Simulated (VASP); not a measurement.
Tl, 1 atom in the cell. It takes space group Im-3m (No. 229, cubic). Conventional cell: a = 3.912 Å, b = 3.912 Å, c = 3.912 Å, α = 90.00°, β = 90.00°, γ = 90.00°. Tl (site symmetry m-3m) has 14 Tl at 3.39 to 3.91 Å within 4.5 Å. This isn't the form of Tl at room conditions, which is hcp.

```yaml
Program: VASP 6.6.1
Task: single point
Functional: r2SCAN
Potentials_or_basis: VASP PAW PBE potentials, release 64 (Tl_d)
Cutoff: 520 eV
k_mesh: 13 × 13 × 13
Occupations: gaussian, width 0.1 eV
Spin: non-collinear spin, zero start, spin-orbit coupling
Starting_moments: "[[0.0, 0.0, 0.0]] μB"
Dipole_correction: no
Further_INCAR_settings: ALGO = Normal; EDIFF = 1e-06; NBANDS = 24
```

Potentials or basis: VASP PAW PBE potentials, release 64 (Tl_d).

Launch:

```sh
$ cat potpaw_PBE.64/Tl_d/POTCAR > POTCAR
$ cp INCAR.step1 INCAR
$ mpirun -np 1 vasp_ncl > vasp.out
$ cp INCAR.step2 INCAR
$ mpirun -np 1 vasp_ncl > vasp.out
```

Hardware: 1 thread of Intel Xeon 8259CL, on a shared host.

Question: Estimate the wall time of this run.

Answer: It took 22 min on 1 thread of Intel Xeon 8259CL, with other jobs on the host, peak memory 0.33 GiB. Counts: k points 84.
